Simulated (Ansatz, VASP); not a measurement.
# MnS: VASP beside Ansatz

```
CELL_PARAMETERS angstrom
0.00000 2.61180 2.61180
2.61180 0.00000 2.61180
2.61180 2.61180 0.00000
ATOMIC_POSITIONS crystal
Mn 0.00000 0.00000 0.00000
S 0.50000 0.50000 0.50000
```

Alike in both runs: task single point; functional PBE; k mesh 7 × 7 × 7; occupations fermi-dirac, width 0.05 eV; collinear spin; Hubbard terms Mn d U = 3.9 eV.

|  | VASP | Ansatz |
| --- | --- | --- |
| version | VASP 6.6.1 | Ansatz 0.2.0 |
| potentials or method | VASP PAW PBE potentials, release 64 (Mn_pv, S), cutoff 520 eV | PAW, plane waves, scalar-relativistic |
| valence electrons in the cell | 19 | 21 |

```tsv
	VASP	Ansatz	Ansatz less VASP
pressure (GPa)	3.4	4.1	+0.70
net moment per atom (μB)	2.50	2.50	0.000
size of the moment on the site where the two differ most (μB)	4.59	4.51	-0.087
```

Site moments also hang on the region over which each program counts them. The programs project onto different local orbitals, so the same U acts differently, and such runs can settle in different states. VASP's potentials hold 19 valence electrons a cell and Ansatz's 21, so a difference there can come from the potentials and not from the codes.
